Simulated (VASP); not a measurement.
Crystal: Sb.

```
CELL_PARAMETERS angstrom
0.00000 2.33919 2.33919
2.33919 0.00000 2.33919
2.33919 2.33919 0.00000
ATOMIC_POSITIONS crystal
Sb 0.00000 0.00000 0.00000
```

Base run:

```yaml
Program: VASP 6.6.1
Functional: r2SCAN
Potentials_or_basis: VASP PAW PBE potentials, release 64 (Sb)
Cutoff: 520 eV
k_mesh: 10 × 10 × 10
Occupations: fermi-dirac, width 0.05 eV
Spin: no spin polarisation
```

Its results: pressure 3.7 GPa.

Q: The run is repeated on the same cell with these changes: functional from r2SCAN to LDA; potentials or basis from VASP PAW PBE potentials, release 64 (Sb) to VASP PAW LDA potentials, release 64 (Sb). What comes out?

A: Pressure 0.3 GPa.

Caveats: the PAW data sets were made with another functional, which shifts forces and pressure a little (some runs).
